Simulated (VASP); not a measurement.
Input of a VASP 6.6.1 run:

The input POSCAR:

```
NaF
1.0
    0.0000000000      2.2972417931      2.2972417931
    2.2972417931      0.0000000000      2.2972417931
    2.2972417931      2.2972417931      0.0000000000
Na F
1 1
Direct
    0.0000000000      0.0000000000      0.0000000000
    0.5000000000      0.5000000000      0.5000000000
```

INCAR.step1

```
ALGO = Normal
EDIFF = 1E-5
ENCUT = 660
GGA = PE
GGA_COMPAT = F
ISMEAR = 0
LASPH = T
LCHARG = F
LREAL = F
LWAVE = T
NBANDS = 14
NELM = 120
PREC = Accurate
SIGMA = 0.01
```

File INCAR.step2:

```
ALGO = Normal
EDIFF = 1E-6
ENCUT = 660
GGA_COMPAT = F
ISIF = 2
ISMEAR = 0
ISTART = 1
LASPH = T
LCHARG = T
LELF = T
LMIXTAU = T
LREAL = F
LVHAR = T
LWAVE = F
METAGGA = R2SCAN
NBANDS = 14
NELM = 120
PREC = Accurate
SIGMA = 0.01
```

KPOINTS

```
k-points
0
Gamma
  8 8 8
```

Potentials or basis: VASP PAW PBE potentials, release 64 (Na_pv, F).

The run is started by

```console
$ cat potpaw_PBE.64/Na_pv/POTCAR potpaw_PBE.64/F/POTCAR > POTCAR
$ cp INCAR.step1 INCAR
$ mpirun -np 1 vasp_std > vasp.out
$ cp INCAR.step2 INCAR
$ mpirun -np 1 vasp_std > vasp.out
```

Question: Estimate the pressure.

Answer: -0.8 GPa.

Question: What does it give for the band gap on the k mesh?

Answer: 7.32 eV, direct.

Caveat: the PAW data sets were made with another functional, which shifts forces and pressure a little. r2SCAN opens gaps a little over a GGA but as a rule still falls short of measured ones.
